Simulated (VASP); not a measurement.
# AlCo (Pm-3m) in VASP: further runs

AlCo is run at these levels: PBE; tasks: single point.

All numbers are computed with VASP 6.6.1; they aren't measurements. Logs are shortened: lines on timing, memory, paths and dates and some standing lists are left out, and cuts for length are marked.

## 1. The cell of the first run

It takes space group Pm-3m (No. 221, cubic). Conventional cell: a = 2.853 Å, b = 2.853 Å, c = 2.853 Å, α = 90.00°, β = 90.00°, γ = 90.00°. Within 3.3 Å of Al (site symmetry m-3m) lie 8 Co at 2.47 Å and 6 Al at 2.85 Å. Within 3.3 Å of Co (site symmetry m-3m) lie 8 Al at 2.47 Å and 6 Co at 2.85 Å.

## 2. Single point, PBE, collinear spin, ferromagnetic start

INCAR reads:

```
PREC     = Accurate       # precision mode
ENCUT    = 520            # plane-wave cutoff, eV
EDIFF    = 1E-7           # SCF threshold, eV
ISMEAR   = 0              # smearing method
SIGMA    = 0.1            # smearing width, eV
LREAL    = False          # projectors in reciprocal space
LASPH    = True           # aspherical terms in the spheres
NELM     = 150            # most SCF steps
ALGO     = Fast           # electronic algorithm
ISIF     = 2              # what is computed and relaxed
LWAVE    = False          # write WAVECAR
LCHARG   = False          # write CHGCAR
ISPIN    = 2              # spin polarisation
MAGMOM   = 0 3            # initial moments
LORBIT   = 11             # projections on sites
LMAXMIX  = 4              # l up to which the mixer works
GGA      = PE             # functional
NBANDS   = 17             # bands
```

KPOINTS reads:

```
Automatic mesh
0
Gamma
  6 6 6
```

POSCAR reads:

```
AlCo
1.0
    2.8525284611      0.0000000000      0.0000000000
    0.0000000000      2.8525284611      0.0000000000
    0.0000000000      0.0000000000      2.8525284611
Al Co
1 1
Direct
    0.0000000000      0.0000000000      0.0000000000
    0.5000000000      0.5000000000      0.5000000000
```

Potentials or basis: VASP PAW PBE potentials, release 64 (Al, Co).

Started as:

```sh
$ cat potpaw_PBE.64/Al/POTCAR potpaw_PBE.64/Co/POTCAR > POTCAR
$ mpirun -np 1 vasp_std > vasp.out
```

OUTCAR:

```text
PREC = Accurate
   ENCUT = 520
   EDIFF = 1E-7
   ISMEAR = 0
   LREAL = False
   LASPH = True
   NELM = 150
   ISIF = 2
   ISPIN = 2
   LORBIT = 11
   GGA = PE

 ion  position               nearest neighbor table
   1  0.000  0.000  0.000-   2 2.47   2 2.47   2 2.47   2 2.47   2 2.47   2 2.47   2 2.47   2 2.47

   2  0.500  0.500  0.500-   1 2.47   1 2.47   1 2.47   1 2.47   1 2.47   1 2.47   1 2.47   1 2.47

  LATTYP: Found a simple cubic cell.
 ALAT       =     2.8525284611

  Lattice vectors:

 A1 = (   2.8525284611,   0.0000000000,   0.0000000000)
 A2 = (   0.0000000000,   2.8525284611,   0.0000000000)
 A3 = (   0.0000000000,   0.0000000000,   2.8525284611)

Analysis of symmetry for initial positions (statically):
=====================================================================
 Subroutine PRICEL returns:
 Original cell was already a primitive cell.

 Routine SETGRP: Setting up the symmetry group for a
 simple cubic supercell.

 Subroutine GETGRP returns: Found 48 space group operations
 (whereof 48 operations were pure point group operations)
 out of a pool of 48 trial point group operations.

The static configuration has the point symmetry O_h .

Analysis of symmetry for dynamics (positions and initial velocities):
=====================================================================
 Subroutine PRICEL returns:
 Original cell was already a primitive cell.

 Routine SETGRP: Setting up the symmetry group for a
 simple cubic supercell.

 Subroutine GETGRP returns: Found 48 space group operations
 (whereof 48 operations were pure point group operations)
 out of a pool of 48 trial point group operations.

The dynamic configuration has the point symmetry O_h .

Analysis of structural, dynamic, and magnetic symmetry:
=====================================================================
 Subroutine PRICEL returns:
 Original cell was already a primitive cell.

 Routine SETGRP: Setting up the symmetry group for a
 simple cubic supercell.

 Subroutine GETGRP returns: Found 48 space group operations
 (whereof 48 operations were pure point group operations)
 out of a pool of 48 trial point group operations.

The overall configuration has the point symmetry O_h .

 Subroutine INISYM returns: Found 48 space group operations
 (whereof 48 operations are pure point group operations),
 and found     1 'primitive' translations

----------------------------------------------------------------------------------------

                                     Primitive cell

[... 112 lines left out ...]
   AEXX    =    0.0000 exact exchange contribution
   IVDW    =     0    specifies the selected vdW correction
   LEPSILON=     F    determine dielectric tensor
   LRPA    =     F    only Hartree local field effects (RPA)
 spin polarized calculation
 RMM-DIIS sequential band-by-band and
 Gauss-broadening in eV      SIGMA  =   0.10
  energy-cutoff  :      520.00
  volume of cell :       23.21
 maximum number of plane-waves:       645
 NGX is ok and might be reduce to    24
   NGX = 11   NGY = 11   NGZ = 11

 number of electron      11.9999996 magnetization       0.2395976

 Free energy of the ion-electron system (eV)
  ---------------------------------------------------
  ext. energy  EPLUGINS =         0.00000000
  ---------------------------------------------------
  free energy    TOTEN  =       -11.98677246 eV

  energy without entropy =      -11.97936381  energy(sigma->0) =      -11.98306814

 E-fermi :  10.4822     XC(G=0): -12.2513

 val. band max:       10.4693676904   @ k =   0.5000   0.1667   0.0000
 cond. band min:      10.4876394755   @ k =   0.5000   0.3333   0.1667
 fundamental gap:      0.0182717850
 Fermi energy:        10.4822318457

 spin component 1

 k-point     1 :       0.0000    0.0000    0.0000
  band No.  band energies     occupation
      1      -0.4986      1.00000
      2       7.4210      1.00000
      3       7.4210      1.00000
      4       9.6224      1.00000
      5       9.6224      1.00000
      6       9.6224      1.00000
[... 376 lines left out ...]
      3       6.5832      1.00000
      4      10.0871      1.00000
      5      10.0871      1.00000
      6      12.9392      0.00000
[... 9 lines left out ...]
     16      42.5277      0.00000
     17      42.5277      0.00000
 Fermi energy:        10.4822318457

 spin component 2

 k-point     1 :       0.0000    0.0000    0.0000
  band No.  band energies     occupation
      1      -0.5343      1.00000
      2       7.7768      1.00000
      3       7.7768      1.00000
      4       9.7920      1.00000
      5       9.7920      1.00000
      6       9.7920      1.00000
[... 377 lines left out ...]
      4      10.6109      0.03440
      5      10.6109      0.03436
      6      12.9137      0.00000
[... 9 lines left out ...]
     16      42.5264      0.00000
     17      42.5264      0.00000

------------------------ aborting loop because EDIFF is reached ----------------------------------------

  FORCE on cell =-STRESS in cart. coord.  units (eV):
  Direction    XX          YY          ZZ          XY          YZ          ZX
  --------------------------------------------------------------------------------------
  -------------------------------------------------------------------------------------
  Total        0.0700739      0.0700739      0.0700739      0.0000000      0.0000000     -0.0000000
  in kB        4.8370124      4.8370124      4.8370124      0.0000000      0.0000000     -0.0000000
  external PRESSURE =       4.8370124 kB  Pullay stress =       0.0000000 kB

 VOLUME and BASIS-vectors are now :
 -----------------------------------------------------------------------------
  energy-cutoff  :      520.00
  volume of cell :       23.21
      direct lattice vectors                 reciprocal lattice vectors
     2.852528461  0.000000000  0.000000000     0.350566178  0.000000000  0.000000000
     0.000000000  2.852528461  0.000000000     0.000000000  0.350566178  0.000000000
     0.000000000  0.000000000  2.852528461     0.000000000  0.000000000  0.350566178

 POSITION                                       TOTAL-FORCE (eV/Angst)
 -----------------------------------------------------------------------------------
      0.00000      0.00000      0.00000         0.000000      0.000000      0.000000
      1.42626      1.42626      1.42626         0.000000      0.000000      0.000000
 -----------------------------------------------------------------------------------
    total drift:                                0.000000      0.000000     -0.000000

  FREE ENERGIE OF THE ION-ELECTRON SYSTEM (eV)
  ---------------------------------------------------
  free  energy   TOTEN  =       -11.9867724567 eV

  energy  without entropy=      -11.9793638144  energy(sigma->0) =      -11.98306814

 total charge

# of ion       s       p       d       tot
------------------------------------------
    1        0.394   0.430   0.000   0.823
    2        0.436   0.501   7.507   8.444
--------------------------------------------------
tot          0.830   0.931   7.507   9.267

 magnetization (x)

# of ion       s       p       d       tot
------------------------------------------
    1       -0.002  -0.005   0.000  -0.007
    2        0.001  -0.009   0.291   0.283
--------------------------------------------------
tot         -0.001  -0.014   0.291   0.275
```

OSZICAR:

```text
N       E                     dE             d eps       ncg     rms          rms(c)
DAV:   1     0.380522379812E+02    0.38052E+02   -0.46132E+03  1376   0.697E+02
DAV:   2    -0.109561496286E+02   -0.49008E+02   -0.43707E+02  1516   0.150E+02
DAV:   3    -0.128734163681E+02   -0.19173E+01   -0.18788E+01  1675   0.319E+01
DAV:   4    -0.129021276723E+02   -0.28711E-01   -0.28690E-01  1630   0.342E+00
DAV:   5    -0.129029717967E+02   -0.84412E-03   -0.84405E-03  1708   0.622E-01    0.143E+01
RMM:   6    -0.158662628514E+02   -0.29633E+01   -0.93990E+00  1651   0.308E+01    0.180E+01
RMM:   7    -0.119687690212E+02    0.38975E+01   -0.26600E+00  1553   0.156E+01    0.354E+00
RMM:   8    -0.119963245025E+02   -0.27555E-01   -0.35884E-02  1571   0.113E+00    0.139E+00
RMM:   9    -0.119900844184E+02    0.62401E-02   -0.67437E-03  1649   0.567E-01    0.976E-01
RMM:  10    -0.119879722480E+02    0.21122E-02   -0.22564E-03  1612   0.288E-01    0.364E-01
RMM:  11    -0.119867996707E+02    0.11726E-02   -0.89894E-04  1820   0.235E-01    0.127E-01
RMM:  12    -0.119867637277E+02    0.35943E-04   -0.26752E-04  1915   0.943E-02    0.786E-02
RMM:  13    -0.119867666309E+02   -0.29032E-05   -0.56407E-05  1927   0.440E-02    0.325E-02
RMM:  14    -0.119867718332E+02   -0.52024E-05   -0.10596E-05  1852   0.185E-02    0.103E-02
RMM:  15    -0.119867723658E+02   -0.53256E-06   -0.22943E-06  2055   0.850E-03    0.548E-03
RMM:  16    -0.119867724567E+02   -0.90913E-07   -0.36610E-07  1672   0.362E-03
   1 F= -.11986772E+02 E0= -.11983068E+02  d E =-.740864E-02  mag=     0.2396
```

Run time: 27 s. Hardware: 1 thread of Intel Xeon 8259CL, shared host; peak memory 0.15 GiB.

Results:

```
Free energy                                           : -11.9868 eV
Pressure                                              : 0.5 GPa
Net moment                                            : 0.24 μB per cell
Site moments                                          : Al -0.01; Co +0.28 μB
Valence electrons inside the program's atomic spheres : Al 0.82; Co 8.44
```

Levels at points of the mesh, in eV from the Fermi level:
Spin up:
```
           k point  band 4  band 5  band 6  band 7  band 8  band 9
(0.00, 0.00, 0.00)   -0.86   -0.86   -0.86    6.03    6.03    6.03
(0.50, 0.00, 0.00)   -1.72   -1.72   -0.75    0.01    8.48   10.66
(0.50, 0.50, 0.00)   -2.59   -1.51   -1.51   -0.43    2.36    3.45
(0.50, 0.50, 0.50)   -0.40   -0.40    2.46    2.46    2.46    4.17
```
Spin down:
```
           k point  band 2  band 3  band 4  band 5  band 6  band 7  band 8  band 9  band 10  band 11
(0.00, 0.00, 0.00)   -2.71   -2.71   -0.69   -0.69   -0.69    5.99    5.99    5.99     8.84     8.84
(0.50, 0.00, 0.00)   -6.55   -2.09   -1.57   -1.57   -0.58    0.48    8.42   10.64    10.64    11.66
(0.50, 0.50, 0.00)   -2.85   -2.64   -2.64   -1.36   -1.36    0.09    2.60    3.55    12.75    15.86
(0.50, 0.50, 0.50)   -3.83   -3.83    0.13    0.13    2.43    2.43    2.43    4.12     5.40     5.40
```

Caveat: the k points lie up to 0.37 Å⁻¹ apart.

## 3. Single point, PBE (volume scaled by 0.88)

INCAR reads:

```
SYSTEM = AlCo
ALGO     = Fast           ! electronic algorithm
EDIFF    = 1E-7           ! SCF threshold, eV
ENCUT    = 520            ! plane-wave cutoff, eV
GGA      = PE             ! functional
ISIF     = 2              ! what is computed and relaxed
ISMEAR   = 0              ! smearing method
LASPH    = .TRUE.         ! aspherical terms in the spheres
LCHARG   = .FALSE.        ! write CHGCAR
LREAL    = .FALSE.        ! projectors in reciprocal space
LWAVE    = .FALSE.        ! write WAVECAR
NBANDS   = 13             ! bands
NELM     = 60             ! most SCF steps
PREC     = Accurate       ! precision mode
SIGMA    = 0.1            ! smearing width, eV
```

KPOINTS reads:

```
k-points
0
G
  20 20 20
  0 0 0
```

POSCAR reads:

```
AlCo
1.0
    2.7331808268      0.0000000000      0.0000000000
    0.0000000000      2.7331808268      0.0000000000
    0.0000000000      0.0000000000      2.7331808268
Al Co
1 1
Direct
    0.0000000000      0.0000000000      0.0000000000
    0.5000000000      0.5000000000      0.5000000000
```

Potentials or basis: VASP PAW PBE potentials, release 64 (Al, Co).

Started as:

```sh
$ cat potpaw_PBE.64/Al/POTCAR potpaw_PBE.64/Co/POTCAR > POTCAR
$ mpirun -np 1 vasp_std > vasp.out
```

It took 90 s on 1 thread of Intel Xeon 8259CL, shared host; peak memory 0.19 GiB.

It converged, with:

```
Free energy            : -11.7597 eV
Pressure               : 29.7 GPa
Band gap on the k mesh : zero (band 6 reaches 14.75 eV, above the bottom of band 7 at 12.09 eV)
```

Levels at points of the mesh, in eV from the Fermi level:
```
           k point  band 3  band 4  band 5  band 6  band 7  band 8  band 9  band 10
(0.00, 0.00, 0.00)   -3.60   -1.03   -1.03   -1.03    6.62    6.62    6.62     9.25
(0.50, 0.00, 0.00)   -2.88   -2.05   -2.05   -0.89    0.23    8.52   11.32    11.32
(0.50, 0.50, 0.00)   -2.96   -2.96   -1.84   -1.84   -0.30    2.81    4.21    14.25
(0.50, 0.50, 0.50)   -4.59   -0.25   -0.25    2.37    2.37    2.37    5.32     6.02
```

 Spin polarisation is off, so any magnetic state and its effect on volume and gap are missing.

## 4. Single point, PBE (volume scaled by 0.91)

INCAR reads:

```
PREC = Accurate
ENCUT = 520
EDIFF = 1E-6
ISMEAR = 0
SIGMA = 0.1
LREAL = F
LASPH = T
NELM = 60
ALGO = Fast
ISIF = 2
LWAVE = F
LCHARG = F
GGA = PE
NBANDS = 13
```

KPOINTS reads:

```
regular mesh
0
Gamma
  20 20 20
```

POSCAR reads:

```
AlCo
1.0
    2.7638932944      0.0000000000      0.0000000000
    0.0000000000      2.7638932944      0.0000000000
    0.0000000000      0.0000000000      2.7638932944
Al Co
1 1
Direct
    0.0000000000      0.0000000000      0.0000000000
    0.5000000000      0.5000000000      0.5000000000
```

Started as:

```sh
$ cat potpaw_PBE.64/Al/POTCAR potpaw_PBE.64/Co/POTCAR > POTCAR
$ mpirun -np 1 vasp_std > vasp.out
```

Wall time 64 s (1 thread of Intel Xeon 8259CL, shared host); peak memory 0.21 GiB.

Results (log left out):

| Quantity | Value |
| --- | --- |
| Free energy | -11.8686 eV |
| Pressure | 20.2 GPa |
| Band gap on the k mesh | zero (band 6 reaches 14.25 eV, above the bottom of band 7 at 11.60 eV) |

Levels at points of the mesh, in eV from the Fermi level:
```
           k point  band 2  band 3  band 4  band 5  band 6  band 7  band 8  band 9  band 10  band 11
(0.00, 0.00, 0.00)   -3.42   -3.42   -0.98   -0.98   -0.98    6.43    6.43    6.43     9.10     9.10
(0.50, 0.00, 0.00)   -7.13   -2.74   -1.96   -1.96   -0.85    0.21    8.49   11.12    11.12    12.66
(0.50, 0.50, 0.00)   -3.46   -2.89   -2.89   -1.75   -1.75   -0.28    2.70    4.00    13.83    16.65
(0.50, 0.50, 0.50)   -4.41   -4.41   -0.24   -0.24    2.37    2.37    2.37    4.98     5.82     5.82
```

 Spin polarisation is off, so any magnetic state and its effect on volume and gap are missing.

## 5. Single point, PBE (volume scaled by 0.94)

INCAR reads:

```
SYSTEM = AlCo
ALGO     = Fast           ! electronic algorithm
EDIFF    = 1E-6           ! SCF threshold, eV
ENCUT    = 520            ! plane-wave cutoff, eV
GGA      = PE             ! functional
ISIF     = 2              ! what is computed and relaxed
ISMEAR   = 0              ! smearing method
LASPH    = .TRUE.         ! aspherical terms in the spheres
LCHARG   = .FALSE.        ! write CHGCAR
LREAL    = .FALSE.        ! projectors in reciprocal space
LWAVE    = .FALSE.        ! write WAVECAR
NBANDS   = 13             ! bands
NELM     = 100            ! most SCF steps
PREC     = Accurate       ! precision mode
SIGMA    = 0.1            ! smearing width, eV
```

KPOINTS reads:

```
k-points
0
G
  20 20 20
  0 0 0
```

POSCAR reads:

```
AlCo
1.0
    2.7939379666      0.0000000000      0.0000000000
    0.0000000000      2.7939379666      0.0000000000
    0.0000000000      0.0000000000      2.7939379666
Al Co
1 1
Direct
    0.0000000000      0.0000000000      0.0000000000
    0.5000000000      0.5000000000      0.5000000000
```

Started as:

```sh
$ cat potpaw_PBE.64/Al/POTCAR potpaw_PBE.64/Co/POTCAR > POTCAR
$ mpirun -np 1 vasp_std > vasp.out
```

Run time: 74 s. Hardware: 1 thread of Intel Xeon 8259CL, shared host; peak memory 0.21 GiB.

The run converged. Its results:

```yaml
Free_energy: -11.9398 eV
Pressure: 12.2 GPa
Band_gap_on_the_k_mesh: zero (band 6 reaches 13.79 eV, above the bottom of band 7 at 11.14 eV)
```

Levels at points of the mesh, in eV from the Fermi level:
```csv
k point,band 3,band 4,band 5,band 6,band 7,band 8,band 9,band 10
"(0.00, 0.00, 0.00)",-3.25,-0.93,-0.93,-0.93,6.26,6.26,6.26,8.97
"(0.50, 0.00, 0.00)",-2.61,-1.87,-1.87,-0.81,0.20,8.46,10.94,10.94
"(0.50, 0.50, 0.00)",-2.82,-2.82,-1.66,-1.66,-0.27,2.60,3.80,13.44
"(0.50, 0.50, 0.50)",-4.24,-0.23,-0.23,2.37,2.37,2.37,4.66,5.64
```

 Spin polarisation is off, so any magnetic state and its effect on volume and gap are missing.

[end of part 1 of 2]
